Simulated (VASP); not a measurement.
# NiO (Fm-3m) in VASP: further runs

The runs below take NiO through single point, with PBE.

Program: VASP 6.6.1. These are calculated values, not measurements. Logs are shortened: lines on timing, memory, paths and dates and some standing lists are left out, and cuts for length are marked.

## Step 1: The cell of the first run

Symmetry: Fm-3m, No. 225, cubic system. Conventional cell: a = 4.172 Å, b = 4.172 Å, c = 4.172 Å, α = 90.00°, β = 90.00°, γ = 90.00°. Ni (site symmetry m-3m) has 6 O at 2.09 Å within 2.8 Å. O (site symmetry m-3m) has 6 Ni at 2.09 Å within 2.8 Å.

## Step 2: Single point, PBE, collinear spin, ferromagnetic start

The input, INCAR:

```
  PREC = Accurate
  ENCUT = 520
  EDIFF = 1E-7
  ISMEAR = -1
  SIGMA = 0.1
  LREAL = False
  LASPH = True
  NELM = 150
  ALGO = Normal
  ISIF = 2
  LWAVE = False
  LCHARG = True
  ISPIN = 2
  MAGMOM = 1.19 0.19
  LORBIT = 11
  NUPDOWN = 1.3
  LMAXMIX = 4
  GGA = PE
  LELF = True
  LVHAR = True
  NBANDS = 19
```

The input, KPOINTS:

```
regular mesh
0
Gamma
  14 14 14
```

The input, POSCAR:

```
NiO
1.0
    0.0000000000      2.0859000000      2.0859000000
    2.0859000000      0.0000000000      2.0859000000
    2.0859000000      2.0859000000      0.0000000000
Ni O
1 1
Direct
    0.0000000000      0.0000000000      0.0000000000
    0.5000000000      0.5000000000      0.5000000000
```

Potentials or basis: VASP PAW PBE potentials, release 64 (Ni, O).

On the command line:

```
> cat potpaw_PBE.64/Ni/POTCAR potpaw_PBE.64/O/POTCAR > POTCAR
> mpirun -np 1 vasp_std > vasp.out
```

OUTCAR:

```text
PREC = Accurate
   ENCUT = 520
   EDIFF = 1E-7
   ISMEAR = -1
   LREAL = False
   LASPH = True
   NELM = 150
   ISIF = 2
   ISPIN = 2
   LORBIT = 11
   NUPDOWN = 1.3
   GGA = PE

 ion  position               nearest neighbor table
   1  0.000  0.000  0.000-   2 2.09   2 2.09   2 2.09   2 2.09   2 2.09   2 2.09
   2  0.500  0.500  0.500-   1 2.09   1 2.09   1 2.09   1 2.09   1 2.09   1 2.09

  LATTYP: Found a face centered cubic cell.
 ALAT       =     4.1718000000

  Lattice vectors:

 A1 = (   0.0000000000,   2.0859000000,   2.0859000000)
 A2 = (   2.0859000000,   0.0000000000,   2.0859000000)
 A3 = (   2.0859000000,   2.0859000000,   0.0000000000)

Analysis of symmetry for initial positions (statically):
=====================================================================
 Subroutine PRICEL returns:
 Original cell was already a primitive cell.

 Routine SETGRP: Setting up the symmetry group for a
 face centered cubic supercell.

 Subroutine GETGRP returns: Found 48 space group operations
 (whereof 48 operations were pure point group operations)
 out of a pool of 48 trial point group operations.

The static configuration has the point symmetry O_h .

Analysis of symmetry for dynamics (positions and initial velocities):
=====================================================================
 Subroutine PRICEL returns:
 Original cell was already a primitive cell.

 Routine SETGRP: Setting up the symmetry group for a
 face centered cubic supercell.

 Subroutine GETGRP returns: Found 48 space group operations
 (whereof 48 operations were pure point group operations)
 out of a pool of 48 trial point group operations.

The dynamic configuration has the point symmetry O_h .

Analysis of structural, dynamic, and magnetic symmetry:
=====================================================================
 Subroutine PRICEL returns:
 Original cell was already a primitive cell.

 Routine SETGRP: Setting up the symmetry group for a
 face centered cubic supercell.

 Subroutine GETGRP returns: Found 48 space group operations
 (whereof 48 operations were pure point group operations)
 out of a pool of 48 trial point group operations.

The overall configuration has the point symmetry O_h .

 Subroutine INISYM returns: Found 48 space group operations
 (whereof 48 operations are pure point group operations),
 and found     1 'primitive' translations

[... 115 lines left out ...]
  volume/ion in A,a.u.               =       9.08        61.25
  Fermi-wavevector in a.u.,A,eV,Ry     =   1.569681  2.966267 33.523364  2.463898
  Thomas-Fermi vector in A             =   2.671527
   LORBIT       =     11    0 simple, 1 ext, 2 COOP (PROOUT), +10 PAW based schemes
   GGA     = PE    functional components
   LHFCALC =     F    Hartree Fock is set to
   AEXX    =    0.0000 exact exchange contribution
   IVDW    =     0    specifies the selected vdW correction
   LEPSILON=     F    determine dielectric tensor
   LRPA    =     F    only Hartree local field effects (RPA)
 spin polarized calculation
  energy-cutoff  :      520.00
  volume of cell :       18.15
 maximum number of plane-waves:       531
 NGX is ok and might be reduce to    24
   NGX = 11   NGY = 11   NGZ = 11

 number of electron      16.0000001 magnetization       1.2999817

 Free energy of the ion-electron system (eV)
  ---------------------------------------------------
  ext. energy  EPLUGINS =         0.00000000
  ---------------------------------------------------
  free energy    TOTEN  =       -11.47703711 eV

  energy without entropy =      -11.42160231  energy(sigma->0) =      -11.44931971

 E-fermi :   8.0337     XC(G=0): -12.7024

 val. band max:        8.0326277166   @ k =   0.2857   0.1429   0.0000
 cond. band min:       7.9076071312   @ k =  -0.4286   0.2143   0.0000
 fundamental gap:     -0.1250205853
 Fermi energy:         7.9028416871

 spin component 1

 k-point     1 :       0.0000    0.0000    0.0000
  band No.  band energies     occupation
      1     -12.5144      1.00000
      2       4.8624      1.00000
      3       4.8624      1.00000
      4       4.8624      1.00000
      5       5.2427      1.00000
      6       5.2428      1.00000
[... 517 lines left out ...]
     18      38.0747      0.00000
     19      38.9154      0.00000

 [... further k-points ...]

 spin component 2

 k-point     1 :       0.0000    0.0000    0.0000
  band No.  band energies     occupation
      1     -12.2354      1.00000
      2       5.1821      1.00000
      3       5.1821      1.00000
      4       5.1821      1.00000
      5       6.1544      1.00000
      6       6.1545      1.00000
[... 517 lines left out ...]
     18      38.4422      0.00000
     19      39.2942      0.00000

 [... further k-points ...]

------------------------ aborting loop because EDIFF is reached ----------------------------------------

  FORCE on cell =-STRESS in cart. coord.  units (eV):
  Direction    XX          YY          ZZ          XY          YZ          ZX
  --------------------------------------------------------------------------------------
  -------------------------------------------------------------------------------------
  Total        0.2790132      0.2790132      0.2790132     -0.0000000      0.0000000     -0.0000000
  in kB       24.6277614     24.6277614     24.6277614     -0.0000000      0.0000000     -0.0000000
  external PRESSURE =      24.6277614 kB  Pullay stress =       0.0000000 kB

 VOLUME and BASIS-vectors are now :
 -----------------------------------------------------------------------------
  energy-cutoff  :      520.00
  volume of cell :       18.15
      direct lattice vectors                 reciprocal lattice vectors
     0.000000000  2.085900000  2.085900000    -0.239704684  0.239704684  0.239704684
     2.085900000  0.000000000  2.085900000     0.239704684 -0.239704684  0.239704684
     2.085900000  2.085900000  0.000000000     0.239704684  0.239704684 -0.239704684

 POSITION                                       TOTAL-FORCE (eV/Angst)
 -----------------------------------------------------------------------------------
      0.00000      0.00000      0.00000         0.000000     -0.000000      0.000000
      2.08590      2.08590      2.08590        -0.000000      0.000000     -0.000000
 -----------------------------------------------------------------------------------
    total drift:                                0.000000     -0.000000     -0.000000

  FREE ENERGIE OF THE ION-ELECTRON SYSTEM (eV)
  ---------------------------------------------------
  free  energy   TOTEN  =       -11.4770371086 eV

  energy  without entropy=      -11.4216023127  energy(sigma->0) =      -11.44931971

 total charge

# of ion       s       p       d       tot
------------------------------------------
    1        0.330   0.401   8.290   9.020
    2        1.563   3.400   0.000   4.963
--------------------------------------------------
tot          1.893   3.801   8.290  13.983

 magnetization (x)

# of ion       s       p       d       tot
------------------------------------------
    1        0.011   0.013   1.081   1.104
    2        0.022   0.144   0.000   0.166
--------------------------------------------------
tot          0.033   0.157   1.081   1.270
```

OSZICAR:

```text
N       E                     dE             d eps       ncg     rms          rms(c)
DAV:   1     0.850547514728E+02    0.85055E+02   -0.69619E+03  8470   0.104E+03
DAV:   2    -0.855936231525E+01   -0.93614E+02   -0.82272E+02  8196   0.237E+02
DAV:   3    -0.136722635045E+02   -0.51129E+01   -0.48638E+01  9065   0.558E+01
DAV:   4    -0.137176318985E+02   -0.45368E-01   -0.45313E-01  8799   0.513E+00
DAV:   5    -0.137183168758E+02   -0.68498E-03   -0.68493E-03  8931   0.623E-01    0.140E+01
DAV:   6    -0.127439632226E+02    0.97435E+00   -0.10798E+01 10441   0.574E+01    0.164E+01
DAV:   7    -0.115140913997E+02    0.12299E+01   -0.46520E+00 10052   0.454E+01    0.628E+00
DAV:   8    -0.114838399749E+02    0.30251E-01   -0.17267E-01  9859   0.627E+00    0.347E+00
DAV:   9    -0.114794811442E+02    0.43588E-02   -0.31582E-02 12293   0.284E+00    0.787E-01
DAV:  10    -0.114770231407E+02    0.24580E-02   -0.76465E-03 11455   0.197E+00    0.131E-01
DAV:  11    -0.114770107885E+02    0.12352E-04   -0.11929E-03 10730   0.480E-01    0.599E-02
DAV:  12    -0.114770250433E+02   -0.14255E-04   -0.10339E-04  9557   0.105E-01    0.317E-02
DAV:  13    -0.114770377456E+02   -0.12702E-04   -0.18355E-05  9331   0.487E-02    0.108E-02
DAV:  14    -0.114770370534E+02    0.69216E-06   -0.19600E-06 10702   0.236E-02    0.331E-03
DAV:  15    -0.114770371086E+02   -0.55111E-07   -0.34188E-07  9112   0.700E-03
   1 F= -.11477037E+02 E0= -.11449320E+02  d E =-.554348E-01  mag=     1.3000
```

stdout:

```text
POSCAR found type information on POSCAR NiO
 POSCAR found :  2 types and       2 ions
 scaLAPACK will be used
 LDA part: xc-table for (Slater+PW92), standard interpolation
 POSCAR, INCAR and KPOINTS ok, starting setup
 FFT: planning ... GRIDC
 FFT: planning ... GRID_SOFT
 FFT: planning ... GRID
 WAVECAR not read
 entering main loop
```

Run time: 2 min. Hardware: 1 thread of Intel Xeon 8259CL, shared host; peak memory 0.19 GiB.

Results:

```
Free energy                                           : -11.4770 eV
Pressure                                              : 2.5 GPa
Net moment                                            : 1.30 μB per cell
Site moments                                          : Ni +1.10; O +0.17 μB
Valence electrons inside the program's atomic spheres : Ni 9.02; O 4.96
```

Caveat: the total moment is fixed, so each spin has its own Fermi level; a cell with one magnetic atom can't hold antiferromagnetic order, which such compounds often take.

## Step 3: Single point, PBE, collinear spin, ferromagnetic start

The input, INCAR:

```
ALGO = Normal
EDIFF = 1E-6
ENCUT = 520
GGA = PE
ISIF = 2
ISMEAR = -1
ISPIN = 2
LASPH = True
LCHARG = True
LELF = True
LMAXMIX = 4
LORBIT = 11
LREAL = False
LVHAR = True
LWAVE = False
MAGMOM = 1.59 0.33
NBANDS = 19
NELM = 150
NUPDOWN = 1.8
PREC = Accurate
SIGMA = 0.1
```

The input, KPOINTS:

```
k-points
0
Gamma
  14 14 14
```

POSCAR is that of step 2.

Potentials or basis: VASP PAW PBE potentials, release 64 (Ni, O).

On the command line:

```
> cat potpaw_PBE.64/Ni/POTCAR potpaw_PBE.64/O/POTCAR > POTCAR
> mpirun -np 1 vasp_std > vasp.out
```

OUTCAR:

```text
EDIFF = 1E-6
   ENCUT = 520
   GGA = PE
   ISIF = 2
   ISMEAR = -1
   ISPIN = 2
   LASPH = True
   LORBIT = 11
   LREAL = False
   NELM = 150
   NUPDOWN = 1.8
   PREC = Accurate

 ion  position               nearest neighbor table
   1  0.000  0.000  0.000-   2 2.09   2 2.09   2 2.09   2 2.09   2 2.09   2 2.09
   2  0.500  0.500  0.500-   1 2.09   1 2.09   1 2.09   1 2.09   1 2.09   1 2.09

  LATTYP: Found a face centered cubic cell.
 ALAT       =     4.1718000000

  Lattice vectors:

 A1 = (   0.0000000000,   2.0859000000,   2.0859000000)
 A2 = (   2.0859000000,   0.0000000000,   2.0859000000)
 A3 = (   2.0859000000,   2.0859000000,   0.0000000000)

Analysis of symmetry for initial positions (statically):
=====================================================================
 Subroutine PRICEL returns:
 Original cell was already a primitive cell.

 Routine SETGRP: Setting up the symmetry group for a
 face centered cubic supercell.

[... 727 lines left out ...]
      5       6.0832      1.00000
      6       6.0834      1.00000
[... 517 lines left out ...]
     18      38.5110      0.00000
     19      39.4239      0.00000

 [... further k-points ...]

------------------------ aborting loop because EDIFF is reached ----------------------------------------

  FORCE on cell =-STRESS in cart. coord.  units (eV):
  Direction    XX          YY          ZZ          XY          YZ          ZX
  --------------------------------------------------------------------------------------
  -------------------------------------------------------------------------------------
  Total        0.7359275      0.7359275      0.7359275      0.0000000      0.0000000     -0.0000000
  in kB       64.9583767     64.9583767     64.9583767      0.0000000      0.0000000     -0.0000000
  external PRESSURE =      64.9583767 kB  Pullay stress =       0.0000000 kB

 VOLUME and BASIS-vectors are now :
 -----------------------------------------------------------------------------
  energy-cutoff  :      520.00
  volume of cell :       18.15
      direct lattice vectors                 reciprocal lattice vectors
     0.000000000  2.085900000  2.085900000    -0.239704684  0.239704684  0.239704684
     2.085900000  0.000000000  2.085900000     0.239704684 -0.239704684  0.239704684
     2.085900000  2.085900000  0.000000000     0.239704684  0.239704684 -0.239704684

 POSITION                                       TOTAL-FORCE (eV/Angst)
 -----------------------------------------------------------------------------------
      0.00000      0.00000      0.00000         0.000000     -0.000000      0.000000
      2.08590      2.08590      2.08590         0.000000      0.000000      0.000000
 -----------------------------------------------------------------------------------
    total drift:                                0.000000     -0.000000     -0.000000

  FREE ENERGIE OF THE ION-ELECTRON SYSTEM (eV)
  ---------------------------------------------------
  free  energy   TOTEN  =       -11.4835951447 eV

  energy  without entropy=      -11.4520087698  energy(sigma->0) =      -11.46780196

 total charge

# of ion       s       p       d       tot
------------------------------------------
    1        0.334   0.409   8.244   8.987
    2        1.556   3.429   0.000   4.985
--------------------------------------------------
tot          1.890   3.838   8.244  13.972

 magnetization (x)

# of ion       s       p       d       tot
------------------------------------------
    1        0.011   0.015   1.445   1.472
    2        0.029   0.254   0.000   0.283
--------------------------------------------------
tot          0.040   0.269   1.445   1.755
```

Wall time 1.9 min (1 thread of Intel Xeon 8259CL, shared host); peak memory 0.19 GiB.

What came out:

* Free energy: -11.4836 eV
* Pressure: 6.5 GPa
* Net moment: 1.80 μB per cell
* Site moments: Ni +1.47; O +0.28 μB
* Valence electrons inside the program's atomic spheres: Ni 8.99; O 4.99

Caveat: the cell stands under pressure; the total moment is fixed, so each spin has its own Fermi level; a cell with one magnetic atom can't hold antiferromagnetic order, which such compounds often take.
